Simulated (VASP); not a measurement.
SnSe: single point with PBE

Crystal: SnSe.

```
Sn Se
1.0
    11.42000    0.00000    0.00000
     0.00000    4.19000    0.00000
     0.00000    0.00000    4.46000
Sn Se
4 4
Direct
  0.12300 0.25000 0.09100
  0.37700 0.75000 0.59100
  0.62300 0.25000 0.40900
  0.87700 0.75000 0.90900
  0.35700 0.25000 0.01600
  0.14300 0.75000 0.51600
  0.85700 0.25000 0.48400
  0.64300 0.75000 0.98400
```

```
Program                : VASP 6.6.1
Task                   : single point
Functional             : PBE
Potentials or basis    : VASP PAW PBE potentials, release 64 (Sn_d, Se)
Cutoff                 : 500 eV
k mesh                 : 2 × 4 × 3
Occupations            : gaussian, width 0.01 eV
Spin                   : no spin polarisation
Dipole correction      : no
Further INCAR settings : ALGO = Normal; EDIFF = 1e-06; NBANDS = 50
```

* Pressure: 2.4 GPa
* Largest force: 0.385 eV/Å
* Band gap on the k mesh: 0.77 eV (least direct gap 0.91 eV)

Forces in eV/Å, atoms in the order of the input:
```
Sn  -0.342  0.000  0.031
Sn   0.342  0.000  0.031
Sn  -0.342  0.000 -0.031
Sn   0.342  0.000 -0.031
Se   0.382  0.000 -0.048
Se  -0.382  0.000 -0.048
Se   0.382  0.000  0.048
Se  -0.382  0.000  0.048
```

Stress tensor (GPa, compression positive):
```
5.07 0.00 0.00
0.00 1.31 0.00
0.00 0.00 0.90
```

Levels at points of the mesh, in eV from the valence-band top:
```
           k point  band 38  band 39  band 40  band 41  band 42  band 43
(0.00, 0.00, 0.00)    -1.20    -0.78    -0.57     0.77     2.94     3.03
(0.50, 0.00, 0.00)    -1.84    -0.64    -0.64     2.63     2.63     2.82
(0.00, 0.50, 0.00)    -1.03    -0.77    -0.77     0.90     0.90     1.38
(0.50, 0.50, 0.00)    -1.02    -1.02    -1.02     1.39     1.39     1.39
```

Wall time 3.3 min on 1 thread of Intel Xeon 8259CL, with other jobs on the host, peak memory 0.34 GiB.

Caveat: the k points lie up to 0.47 Å⁻¹ apart; semilocal functionals underestimate gaps, and a narrow one can read as zero; spin-orbit coupling is left out, which moves the levels of the heavy elements. A k mesh can miss the band edges.
